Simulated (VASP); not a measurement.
# Ba (Im-3m) in VASP: notebook, part 2 of 2

VASP 6.6.1. Earlier steps stand in the parts before.

### Step 4. Single point, PBE

This run uses another cell than the first one, of 36.14 Å³/atom.

INCAR reads:

```
SYSTEM = Ba
  PREC = Accurate
  ENCUT = 500
  EDIFF = 1E-6
  ISMEAR = -1
  SIGMA = 0.1
  LREAL = .False.
  LASPH = .True.
  NELM = 120
  ALGO = Normal
  ISIF = 2
  LWAVE = .False.
  LCHARG = .False.
  GGA = PE
  NBANDS = 11
  GGA_COMPAT = .False.
```

KPOINTS reads:

```
Automatic mesh
0
Gamma
  12 12 12
  0 0 0
```

POSCAR reads:

```
Ba
1.0
   -2.0827832415      2.0827832415      2.0827832415
    2.0827832415     -2.0827832415      2.0827832415
    2.0827832415      2.0827832415     -2.0827832415
Ba
1
Direct
    0.0000000000      0.0000000000      0.0000000000
```

Potentials or basis: VASP PAW PBE potentials, release 64 (Ba_sv).

The run is started by

```sh
$ cat potpaw_PBE.64/Ba_sv/POTCAR > POTCAR
$ mpirun -np 1 vasp_std > vasp.out
```

OUTCAR:

```text
SYSTEM = Ba
   PREC = Accurate
   ENCUT = 500
   EDIFF = 1E-6
   ISMEAR = -1
   LREAL = .False.
   LASPH = .True.
   NELM = 120
   ISIF = 2
   GGA = PE

 ion  position               nearest neighbor table
   1  0.000  0.000  0.000-

  LATTYP: Found a body centered cubic cell.
 ALAT       =     4.1655664830

  Lattice vectors:

 A1 = (  -2.0827832415,   2.0827832415,   2.0827832415)
 A2 = (   2.0827832415,  -2.0827832415,   2.0827832415)
 A3 = (   2.0827832415,   2.0827832415,  -2.0827832415)

Analysis of symmetry for initial positions (statically):
=====================================================================
 Subroutine PRICEL returns:
 Original cell was already a primitive cell.

 Routine SETGRP: Setting up the symmetry group for a
 body centered cubic supercell.

 Subroutine GETGRP returns: Found 48 space group operations
 (whereof 48 operations were pure point group operations)
 out of a pool of 48 trial point group operations.

The static configuration has the point symmetry O_h .

[... 166 lines left out ...]

 k-point     1 :       0.0000    0.0000    0.0000
  band No.  band energies     occupation
      1     -24.4260      2.00000
      2      -8.4718      2.00000
      3      -8.4718      2.00000
      4      -8.4718      2.00000
      5       1.5592      2.00000
      6       6.3950      0.00000
      7       6.3950      0.00000
      8       6.3950      0.00000
      9       8.7303      0.00000
     10       8.7303      0.00000
     11      12.6271      0.00000
[... 309 lines left out ...]
 k-point    24 :       0.4167    0.0833    0.0833
  band No.  band energies     occupation
      1     -24.0213      2.00000
      2     -10.5596      2.00000
      3      -9.2865      2.00000
      4      -8.6953      2.00000
      5       3.1875      1.99982
      6       4.4455      0.07276
      7       7.6121      0.00000
      8       9.3314      0.00000
      9      10.0451      0.00000
     10      12.1667      0.00000
     11      13.3267      0.00000

 [... further k-points ...]

------------------------ aborting loop because EDIFF is reached ----------------------------------------

  FORCE on cell =-STRESS in cart. coord.  units (eV):
  Direction    XX          YY          ZZ          XY          YZ          ZX
  --------------------------------------------------------------------------------------
  -------------------------------------------------------------------------------------
  Total        2.4784048      2.4784048      2.4784048      0.0000000      0.0000000      0.0000000
  in kB      109.8729035    109.8729035    109.8729035      0.0000000      0.0000000      0.0000000
  external PRESSURE =     109.8729035 kB  Pullay stress =       0.0000000 kB

 VOLUME and BASIS-vectors are now :
 -----------------------------------------------------------------------------
  energy-cutoff  :      500.00
  volume of cell :       36.14
      direct lattice vectors                 reciprocal lattice vectors
    -2.082783242  2.082783242  2.082783242     0.000000000  0.240063387  0.240063387
     2.082783242 -2.082783242  2.082783242     0.240063387  0.000000000  0.240063387
     2.082783242  2.082783242 -2.082783242     0.240063387  0.240063387  0.000000000

 POSITION                                       TOTAL-FORCE (eV/Angst)
 -----------------------------------------------------------------------------------
      0.00000      0.00000      0.00000        -0.000000     -0.000000      0.000000
 -----------------------------------------------------------------------------------
    total drift:                                0.000000     -0.000000     -0.000000

  FREE ENERGIE OF THE ION-ELECTRON SYSTEM (eV)
  ---------------------------------------------------
  free  energy   TOTEN  =        -1.2729825327 eV

  energy  without entropy=       -1.2395672265  energy(sigma->0) =       -1.25627488
```

It took 11 s on 1 thread of Intel Xeon 6975P-C (Granite Rapids), shared host; peak memory 0.17 GiB.

What came out:

```yaml
Free_energy: -1.2730 eV
Pressure: 11.0 GPa
Band_gap_on_the_k_mesh: zero (bands 5 and 6 overlap by 3.20 eV)
```

Caveat: the cell stands under pressure; spin-orbit coupling is left out, which moves the levels of the heavy elements.

### Step 5. Single point, PBE

This run uses another cell than the first one, of 63.40 Å³/atom.

INCAR reads:

```
ALGO = Normal
EDIFF = 1E-6
ENCUT = 500
GGA = PE
GGA_COMPAT = F
ISIF = 2
ISMEAR = -1
LASPH = T
LCHARG = F
LREAL = F
LWAVE = F
NBANDS = 11
NELM = 120
PREC = Accurate
SIGMA = 0.1
```

KPOINTS reads:

```
k-points
0
Gamma
  12 12 12
```

POSCAR reads:

```
Ba
1.0
   -2.5118999343      2.5118999343      2.5118999343
    2.5118999343     -2.5118999343      2.5118999343
    2.5118999343      2.5118999343     -2.5118999343
Ba
1
Direct
    0.0000000000      0.0000000000      0.0000000000
```

Potentials or basis: VASP PAW PBE potentials, release 64 (Ba_sv).

The run is started by

```sh
$ cat potpaw_PBE.64/Ba_sv/POTCAR > POTCAR
$ mpirun -np 1 vasp_std > vasp.out
```

OUTCAR:

```text
EDIFF = 1E-6
   ENCUT = 500
   GGA = PE
   ISIF = 2
   ISMEAR = -1
   LASPH = T
   LREAL = F
   NELM = 120
   PREC = Accurate

 ion  position               nearest neighbor table
   1  0.000  0.000  0.000-

  LATTYP: Found a body centered cubic cell.
 ALAT       =     5.0237998686

  Lattice vectors:

 A1 = (  -2.5118999343,   2.5118999343,   2.5118999343)
 A2 = (   2.5118999343,  -2.5118999343,   2.5118999343)
 A3 = (   2.5118999343,   2.5118999343,  -2.5118999343)

Analysis of symmetry for initial positions (statically):
=====================================================================
 Subroutine PRICEL returns:
 Original cell was already a primitive cell.

 Routine SETGRP: Setting up the symmetry group for a
 body centered cubic supercell.

 Subroutine GETGRP returns: Found 48 space group operations
 (whereof 48 operations were pure point group operations)
 out of a pool of 48 trial point group operations.

The static configuration has the point symmetry O_h .

[... 162 lines left out ...]
 Fermi energy:         1.6409005886

 k-point     1 :       0.0000    0.0000    0.0000
  band No.  band energies     occupation
      1     -27.2665      2.00000
      2     -12.2198      2.00000
      3     -12.2198      2.00000
      4     -12.2198      2.00000
      5      -1.1212      2.00000
      6       3.4505      0.00000
      7       3.4505      0.00000
      8       3.4505      0.00000
      9       4.8433      0.00000
     10       4.8433      0.00000
     11       8.5427      0.00000
[... 309 lines left out ...]
 k-point    24 :       0.4167    0.0833    0.0833
  band No.  band energies     occupation
      1     -27.2236      2.00000
      2     -12.6404      2.00000
      3     -12.3854      2.00000
      4     -12.2526      2.00000
      5       1.0099      1.99637
      6       2.2302      0.00550
      7       2.6942      0.00005
      8       4.9370      0.00000
      9       5.4112      0.00000
     10       7.0844      0.00000
     11       7.2469      0.00000

 [... further k-points ...]

------------------------ aborting loop because EDIFF is reached ----------------------------------------

  FORCE on cell =-STRESS in cart. coord.  units (eV):
  Direction    XX          YY          ZZ          XY          YZ          ZX
  --------------------------------------------------------------------------------------
  -------------------------------------------------------------------------------------
  Total        0.0196220      0.0196220      0.0196220      0.0000000     -0.0000000      0.0000000
  in kB        0.4958925      0.4958925      0.4958925      0.0000000     -0.0000000      0.0000000
  external PRESSURE =       0.4958925 kB  Pullay stress =       0.0000000 kB

 VOLUME and BASIS-vectors are now :
 -----------------------------------------------------------------------------
  energy-cutoff  :      500.00
  volume of cell :       63.40
      direct lattice vectors                 reciprocal lattice vectors
    -2.511899934  2.511899934  2.511899934     0.000000000  0.199052515  0.199052515
     2.511899934 -2.511899934  2.511899934     0.199052515  0.000000000  0.199052515
     2.511899934  2.511899934 -2.511899934     0.199052515  0.199052515  0.000000000

 POSITION                                       TOTAL-FORCE (eV/Angst)
 -----------------------------------------------------------------------------------
      0.00000      0.00000      0.00000        -0.000000      0.000000      0.000000
 -----------------------------------------------------------------------------------
    total drift:                                0.000000      0.000000      0.000000

  FREE ENERGIE OF THE ION-ELECTRON SYSTEM (eV)
  ---------------------------------------------------
  free  energy   TOTEN  =        -1.9289177138 eV

  energy  without entropy=       -1.8846135680  energy(sigma->0) =       -1.90676564
```

It took 12 s on 1 thread of Intel Xeon 6975P-C (Granite Rapids), shared host; peak memory 0.19 GiB.

Results:

```yaml
Free_energy: -1.9289 eV
Pressure: 0.0 GPa
Band_gap_on_the_k_mesh: zero (bands 5 and 6 overlap by 1.05 eV)
```

Caveat: spin-orbit coupling is left out, which moves the levels of the heavy elements.

### Step 6. Relaxation of cell and atoms, PBE

This run uses another cell than the first one, of 62.88 Å³/atom.

INCAR reads:

```
PREC     = Accurate       # precision mode
ENCUT    = 500            # plane-wave cutoff, eV
EDIFF    = 1E-7           # SCF threshold, eV
ISMEAR   = -1             # smearing method
SIGMA    = 0.1            # smearing width, eV
LREAL    = F              # projectors in reciprocal space
LASPH    = T              # aspherical terms in the spheres
NELM     = 120            # most SCF steps
ALGO     = Normal         # electronic algorithm
ISIF     = 3              # what is computed and relaxed
LWAVE    = F              # write WAVECAR
LCHARG   = F              # write CHGCAR
GGA      = PE             # functional
IBRION   = 2              # ionic algorithm
NSW      = 80             # ionic steps
EDIFFG   = -0.03          # ionic threshold
GGA_COMPAT= F            
NELMIN   = 4
```

KPOINTS reads:

```
Automatic mesh
0
Gamma
  12 12 12
```

POSCAR reads:

```
Ba
1.0
   -2.5050000000      2.5050000000      2.5050000000
    2.5050000000     -2.5050000000      2.5050000000
    2.5050000000      2.5050000000     -2.5050000000
Ba
1
Direct
    0.0000000000      0.0000000000      0.0000000000
```

Potentials or basis: VASP PAW PBE potentials, release 64 (Ba_sv).

The run is started by

```sh
$ cat potpaw_PBE.64/Ba_sv/POTCAR > POTCAR
$ mpirun -np 1 vasp_std > vasp.out
```

Run time: 22 s. Hardware: 1 thread of Intel Xeon 6975P-C (Granite Rapids), shared host; peak memory 0.2 GiB.

It converged, with:

* Free energy: -1.9289 eV
* Relaxed volume: 63.32 Å³/atom
* Relaxed cell: a = 4.349 Å, b = 4.349 Å, c = 4.349 Å, α = 109.47°, β = 109.47°, γ = 109.47°
* Space group after relaxing (to 0.1 Å): Im-3m (No. 229)
* Energy gained by relaxing: 0.3 meV/atom
* Ionic steps: 2
* Pressure after relaxing: 0.1 GPa
* Band gap on the k mesh: zero (bands 5 and 6 overlap by 1.05 eV)

The path:
```
step  energy change (eV)  largest force (eV/Å)  pressure (GPa)  volume (Å³)
   1              0.0000                0.0000            0.12        62.88
   2             -0.0003                0.0000            0.06        63.32
```

Final structure:
```
Ba
1.0
    -2.51082    2.51082    2.51082
     2.51082   -2.51082    2.51082
     2.51082    2.51082   -2.51082
Ba
1
Direct
  0.00000 0.00000 0.00000
```

Levels at points of the mesh, in eV from the Fermi level:
```csv
k point,band 1,band 2,band 3,band 4,band 5,band 6,band 7,band 8,band 9
"(0.00, 0.00, 0.00)",-28.91,-13.86,-13.86,-13.86,-2.76,1.81,1.81,1.81,3.21
"(0.50, 0.00, 0.00)",-28.86,-14.31,-14.00,-13.86,-0.90,0.68,1.22,3.17,3.75
"(0.50, 0.50, 0.50)",-28.83,-14.17,-14.17,-14.17,-0.55,-0.55,4.32,4.32,4.32
```

Caveat: spin-orbit coupling is left out, which moves the levels of the heavy elements.

### Step 7. Summary

```csv
task,cell,gap on the mesh (eV),pressure (GPa)
single point,"a = 3.177 Å, angles 109.5°, 1 atom",none,35.7
single point,"a = 3.336 Å, angles 109.5°, 1 atom",none,22.8
single point,"a = 3.607 Å, angles 109.5°, 1 atom",none,11.0
single point,"a = 4.351 Å, angles 109.5°, 1 atom",none,0.0
relaxation of cell and atoms,"relaxed from a = 4.339 Å, angles 109.5°, 1 atom",none,0.1
```

Alike in all rows: level PBE; potentials or basis VASP PAW PBE potentials, release 64 (Ba_sv); no spin polarisation; k mesh 12 × 12 × 12; cutoff (eV) 500; smearing fermi-dirac 0.1 eV.

Caveats: spin-orbit coupling is left out, which moves the levels of the heavy elements; the cell stands under pressure (at least some runs).

Absolute energies hang on the potentials; compare differences alone.
